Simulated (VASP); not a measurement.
# Mo (P6/mmm) in VASP: notebook

The runs below take Mo through single point, with PBE.

Program: VASP 6.6.1. These are calculated values, not measurements. Logs are shortened: lines on timing, memory, paths and dates and some standing lists are left out, and cuts for length are marked.

### Step 1. The cell of the first run

Symmetry: P6/mmm, No. 191, hexagonal system. Conventional cell: a = 4.669 Å, b = 4.669 Å, c = 2.563 Å, α = 90.00°, β = 90.00°, γ = 120.00°. Mo (site symmetry 6/mmm) has 14 Mo at 2.56 to 2.98 Å within 3.4 Å. Mo (site symmetry -6m2) has 11 Mo at 2.56 to 2.98 Å within 3.4 Å.

This isn't the form of Mo at room conditions, which is bcc.

### Step 2. Single point, PBE

Input file INCAR:

```
SYSTEM = Mo
ALGO     = Normal         ! electronic algorithm
EDIFF    = 1E-6           ! SCF threshold, eV
ENCUT    = 520            ! plane-wave cutoff, eV
GGA      = PE             ! functional
ISIF     = 2              ! what is computed and relaxed
ISMEAR   = -1             ! smearing method
LASPH    = .TRUE.         ! aspherical terms in the spheres
LCHARG   = .FALSE.        ! write CHGCAR
LREAL    = .FALSE.        ! projectors in reciprocal space
LWAVE    = .FALSE.        ! write WAVECAR
NBANDS   = 28             ! bands
NELM     = 60             ! most SCF steps
PREC     = Accurate       ! precision mode
SIGMA    = 0.1            ! smearing width, eV
```

Input file KPOINTS:

```
k-points
0
G
  8 8 11
  0 0 0
```

Input file POSCAR:

```
Mo
1.0
    4.6685867923      0.0000000000      0.0000000000
   -2.3342933962      4.0431147619      0.0000000000
    0.0000000000      0.0000000000      2.5629692001
Mo
3
Direct
    0.0000000000      0.0000000000      1.0000000000
    0.3333333333      0.6666666667      0.5000000000
    0.6666666667      0.3333333333      0.5000000000
```

Potentials or basis: VASP PAW PBE potentials, release 64 (Mo_sv).

On the command line:

```sh
cat potpaw_PBE.64/Mo_sv/POTCAR > POTCAR
mpirun -np 1 vasp_std > vasp.out
```

OUTCAR:

```text
SYSTEM = Mo
   EDIFF = 1E-6
   ENCUT = 520
   GGA = PE
   ISIF = 2
   ISMEAR = -1
   LASPH = .TRUE.
   LREAL = .FALSE.
   NELM = 60
   PREC = Accurate

 ion  position               nearest neighbor table
   1  0.000  0.000  0.000-   2 2.98   3 2.98   2 2.98   3 2.98   3 2.98   3 2.98   2 2.98   2 2.98
                             3 2.98   3 2.98   2 2.98   2 2.98
   2  0.333  0.667  0.500-   3 2.70   3 2.70   3 2.70   1 2.98   1 2.98   1 2.98   1 2.98   1 2.98
                             1 2.98
   3  0.667  0.333  0.500-   2 2.70   2 2.70   2 2.70   1 2.98   1 2.98   1 2.98   1 2.98   1 2.98
                             1 2.98

  LATTYP: Found a hexagonal cell.
 ALAT       =     4.6685867923
 C/A-ratio  =     0.5489818042

  Lattice vectors:

 A1 = (   4.6685867923,   0.0000000000,   0.0000000000)
 A2 = (  -2.3342933962,   4.0431147619,   0.0000000000)
 A3 = (   0.0000000000,   0.0000000000,   2.5629692001)

Analysis of symmetry for initial positions (statically):
=====================================================================
 Subroutine PRICEL returns:
 Original cell was already a primitive cell.

 Routine SETGRP: Setting up the symmetry group for a
 hexagonal supercell.

 Subroutine GETGRP returns: Found 24 space group operations
 (whereof 24 operations were pure point group operations)
 out of a pool of 24 trial point group operations.

The static configuration has the point symmetry D_6h.

Analysis of symmetry for dynamics (positions and initial velocities):
=====================================================================
 Subroutine PRICEL returns:
 Original cell was already a primitive cell.

 Routine SETGRP: Setting up the symmetry group for a
 hexagonal supercell.

 Subroutine GETGRP returns: Found 24 space group operations
 (whereof 24 operations were pure point group operations)
 out of a pool of 24 trial point group operations.

The dynamic configuration has the point symmetry D_6h.

 Subroutine INISYM returns: Found 24 space group operations
 (whereof 24 operations are pure point group operations),
 and found     1 'primitive' translations

----------------------------------------------------------------------------------------

                                     Primitive cell

  volume of cell :      48.3777

  direct lattice vectors                    reciprocal lattice vectors
[... 87 lines left out ...]
   ENCUT  =  520.0 eV  38.22 Ry    6.18 a.u.   8.68  8.68  4.77*2*pi/ulx,y,z
   NELM   =     60;   NELMIN=  2; NELMDL= -5     # of ELM steps
   EDIFF  = 0.1E-05   stopping-criterion for ELM
   LREAL  =      F    real-space projection
   EDIFFG = 0.1E-04   stopping-criterion for IOM
   NSW    =      0    number of steps for IOM
   IBRION =     -1    ionic relax: 0-MD 1-quasi-New 2-CG
   NFREE  =      0    steps in history (QN), initial steepest desc. (CG)
   ISIF   =      2    stress and relaxation
   ISYM   =      2    0-nonsym 1-usesym 2-fastsym
   POTIM  = 0.5000    time-step for ionic-motion
   TEBEG  =    0.0;   TEEND  =   0.0 temperature during run
   PSTRESS=    0.0 pullay stress
   NELECT =      42.0000    total number of electrons
   NUPDOWN=      -1.0000    fix difference up-down
   EMIN   =  10.00;   EMAX   =-10.00  energy-range for DOS
   EFERMI =   0.00;   METHOD = LEGACY
   ISMEAR =    -1;   SIGMA  =   0.10  broadening in eV -4-tet -1-fermi 0-gaus
   EFERMI_NEDOS =   21; number of points for ismear=-14 and -15
   IALGO  =     38    algorithm
   IMIX   =      4    mixing-type and parameters
     AMIX     =   0.40;   BMIX     =  1.00
     AMIX_MAG =   1.60;   BMIX_MAG =  1.00
  volume/ion in A,a.u.               =      16.13       108.82
  Fermi-wavevector in a.u.,A,eV,Ry     =   1.561743  2.951267 33.185180  2.439042
  Thomas-Fermi vector in A             =   2.664764
   LORBIT       =      0    0 simple, 1 ext, 2 COOP (PROOUT), +10 PAW based schemes
   GGA     = PE    functional components
   LHFCALC =     F    Hartree Fock is set to
   AEXX    =    0.0000 exact exchange contribution
   IVDW    =     0    specifies the selected vdW correction
   LEPSILON=     F    determine dielectric tensor
   LRPA    =     F    only Hartree local field effects (RPA)
 non-spin polarized calculation
  energy-cutoff  :      520.00
  volume of cell :       48.38
 maximum number of plane-waves:      1319
 NGX is ok and might be reduce to    36
   NGX = 17   NGY = 17   NGZ =  9

 number of electron      42.0000003 magnetization

 Free energy of the ion-electron system (eV)
  ---------------------------------------------------
  ext. energy  EPLUGINS =         0.00000000
  ---------------------------------------------------
  free energy    TOTEN  =       -31.66022218 eV

  energy without entropy =      -31.52245457  energy(sigma->0) =      -31.59133838

 E-fermi :  11.9016     XC(G=0): -13.1844

 val. band max:       11.8946885216   @ k =   0.1250   0.0000   0.3636
 cond. band min:      11.9060479226   @ k =   0.2500   0.1250   0.2727
 fundamental gap:      0.0113594010
 Fermi energy:        11.9016105662

 k-point     1 :       0.0000    0.0000    0.0000
  band No.  band energies     occupation
      1     -49.1506      2.00000
      2     -48.9505      2.00000
      3     -48.7972      2.00000
      4     -23.3310      2.00000
      5     -23.3310      2.00000
      6     -23.2873      2.00000
[... 733 lines left out ...]
     27      14.5201      0.00000
     28      15.5303      0.00000

 [... further k-points ...]

------------------------ aborting loop because EDIFF is reached ----------------------------------------

  FORCE on cell =-STRESS in cart. coord.  units (eV):
  Direction    XX          YY          ZZ          XY          YZ          ZX
  --------------------------------------------------------------------------------------
  -------------------------------------------------------------------------------------
  Total        0.1308162      0.1308162      0.1929980     -0.0000000     -0.0000000     -0.0000000
  in kB        4.3323872      4.3323872      6.3917319     -0.0000000     -0.0000000     -0.0000000
  external PRESSURE =       5.0188354 kB  Pullay stress =       0.0000000 kB

 VOLUME and BASIS-vectors are now :
 -----------------------------------------------------------------------------
  energy-cutoff  :      520.00
  volume of cell :       48.38
      direct lattice vectors                 reciprocal lattice vectors
     4.668586792  0.000000000  0.000000000     0.214197582  0.123667031  0.000000000
    -2.334293396  4.043114762  0.000000000     0.000000000  0.247334063  0.000000000
     0.000000000  0.000000000  2.562969200     0.000000000  0.000000000  0.390172461

 POSITION                                       TOTAL-FORCE (eV/Angst)
 -----------------------------------------------------------------------------------
      0.00000      0.00000      0.00000        -0.000000      0.000000      0.000000
     -0.00000      2.69541      1.28148         0.000000     -0.000000     -0.000000
      2.33429      1.34770      1.28148         0.000000      0.000000      0.000000
 -----------------------------------------------------------------------------------
    total drift:                                0.000000      0.000000     -0.000000

  FREE ENERGIE OF THE ION-ELECTRON SYSTEM (eV)
  ---------------------------------------------------
  free  energy   TOTEN  =       -31.6602221805 eV

  energy  without entropy=      -31.5224545732  energy(sigma->0) =      -31.59133838
```

Wall time 32 s (1 thread of Intel Xeon 6975P-C (Granite Rapids), shared host); peak memory 0.19 GiB.

Results:

- Free energy: -31.6602 eV
- Pressure: 0.5 GPa
- Band gap on the k mesh: zero (bands 21 and 22 overlap by 1.33 eV)

Stress tensor (GPa, compression positive):
```
0.43 0.00 0.00
0.00 0.43 0.00
0.00 0.00 0.64
```

### Step 3. Single point, PBE (14.19 Å³/atom)

This run uses another cell than the first one, of 14.19 Å³/atom.

Input file INCAR:

```
PREC     = Accurate       # precision mode
ENCUT    = 520            # plane-wave cutoff, eV
EDIFF    = 1E-6           # SCF threshold, eV
ISMEAR   = -1             # smearing method
SIGMA    = 0.1            # smearing width, eV
LREAL    = F              # projectors in reciprocal space
LASPH    = T              # aspherical terms in the spheres
NELM     = 60             # most SCF steps
ALGO     = Normal         # electronic algorithm
ISIF     = 2              # what is computed and relaxed
LWAVE    = F              # write WAVECAR
LCHARG   = F              # write CHGCAR
GGA      = PE             # functional
NBANDS   = 28             # bands
```

Input file KPOINTS:

```
Automatic mesh
0
Gamma
  10 10 16
```

Input file POSCAR:

```
Mo
1.0
    4.4738318922      0.0000000000      0.0000000000
   -2.2369159461      3.8744520709      0.0000000000
    0.0000000000      0.0000000000      2.4560523037
Mo
3
Direct
    0.0000000000      0.0000000000      1.0000000000
    0.3333333333      0.6666666667      0.5000000000
    0.6666666667      0.3333333333      0.5000000000
```

Potentials or basis: VASP PAW PBE potentials, release 64 (Mo_sv).

On the command line:

```sh
cat potpaw_PBE.64/Mo_sv/POTCAR > POTCAR
mpirun -np 1 vasp_std > vasp.out
```

OUTCAR:

```text
PREC = Accurate
   ENCUT = 520
   EDIFF = 1E-6
   ISMEAR = -1
   LREAL = F
   LASPH = T
   NELM = 60
   ISIF = 2
   GGA = PE

 ion  position               nearest neighbor table
   1  0.000  0.000  0.000-   2 2.86   3 2.86   2 2.86   3 2.86   2 2.86   2 2.86   3 2.86   3 2.86
                             3 2.86   3 2.86   2 2.86   2 2.86
   2  0.333  0.667  0.500-   3 2.58   3 2.58   3 2.58   1 2.86   1 2.86   1 2.86   1 2.86   1 2.86
                             1 2.86
   3  0.667  0.333  0.500-   2 2.58   2 2.58   2 2.58   1 2.86   1 2.86   1 2.86   1 2.86   1 2.86
                             1 2.86

  LATTYP: Found a hexagonal cell.
 ALAT       =     4.4738318922
 C/A-ratio  =     0.5489818042

  Lattice vectors:

 A1 = (   4.4738318922,   0.0000000000,   0.0000000000)
 A2 = (  -2.2369159461,   3.8744520709,   0.0000000000)
 A3 = (   0.0000000000,   0.0000000000,   2.4560523037)

Analysis of symmetry for initial positions (statically):
=====================================================================
 Subroutine PRICEL returns:
 Original cell was already a primitive cell.

 Routine SETGRP: Setting up the symmetry group for a
[... 168 lines left out ...]
  energy without entropy =      -30.88332243  energy(sigma->0) =      -30.93906131

 E-fermi :  14.0081     XC(G=0): -13.9107

 val. band max:       14.0017188407   @ k =   0.4000  -0.0000   0.4375
 cond. band min:      14.0118934770   @ k =   0.1000   0.0000   0.3750
 fundamental gap:      0.0101746363
 Fermi energy:        14.0081454792

 k-point     1 :       0.0000    0.0000    0.0000
  band No.  band energies     occupation
      1     -47.0746      2.00000
      2     -46.7859      2.00000
      3     -46.5912      2.00000
      4     -21.4148      2.00000
      5     -21.4148      2.00000
      6     -21.2829      2.00000
[... 733 lines left out ...]
     27      18.0291      0.00000
     28      18.2286      0.00000

 [... further k-points ...]

------------------------ aborting loop because EDIFF is reached ----------------------------------------

  FORCE on cell =-STRESS in cart. coord.  units (eV):
  Direction    XX          YY          ZZ          XY          YZ          ZX
  --------------------------------------------------------------------------------------
  -------------------------------------------------------------------------------------
  Total       10.2833102     10.2833102     11.7384238      0.0000000      0.0000000      0.0000000
  in kB      387.0044472    387.0044472    441.7665232      0.0000000      0.0000000      0.0000000
  external PRESSURE =     405.2584725 kB  Pullay stress =       0.0000000 kB

 VOLUME and BASIS-vectors are now :
 -----------------------------------------------------------------------------
  energy-cutoff  :      520.00
  volume of cell :       42.57
      direct lattice vectors                 reciprocal lattice vectors
     4.473831892  0.000000000  0.000000000     0.223522033  0.129050506  0.000000000
    -2.236915946  3.874452071  0.000000000     0.000000000  0.258101012  0.000000000
     0.000000000  0.000000000  2.456052304     0.000000000  0.000000000  0.407157453

 POSITION                                       TOTAL-FORCE (eV/Angst)
 -----------------------------------------------------------------------------------
      0.00000      0.00000      0.00000        -0.000000      0.000000      0.000000
     -0.00000      2.58297      1.22803         0.000000      0.000000      0.000000
      2.23692      1.29148      1.22803        -0.000000      0.000000      0.000000
 -----------------------------------------------------------------------------------
    total drift:                                0.000000      0.000000     -0.000000

  FREE ENERGIE OF THE ION-ELECTRON SYSTEM (eV)
  ---------------------------------------------------
  free  energy   TOTEN  =       -30.9948001887 eV

  energy  without entropy=      -30.8833224325  energy(sigma->0) =      -30.93906131
```

stdout:

```text
POSCAR found type information on POSCAR Mo
 POSCAR found :  1 types and       3 ions
 scaLAPACK will be used
 LDA part: xc-table for (Slater+PW92), standard interpolation
 POSCAR, INCAR and KPOINTS ok, starting setup
 FFT: planning ... GRIDC
 FFT: planning ... GRID_SOFT
 FFT: planning ... GRID
 WAVECAR not read
 entering main loop
```

Wall time 48 s (1 thread of Intel Xeon 6975P-C (Granite Rapids), shared host); peak memory 0.23 GiB.

What came out:

```yaml
Free_energy: -30.9948 eV
Pressure: 40.5 GPa
Band_gap_on_the_k_mesh: zero (bands 21 and 22 overlap by 1.65 eV)
```

Caveat: the cell stands under pressure.
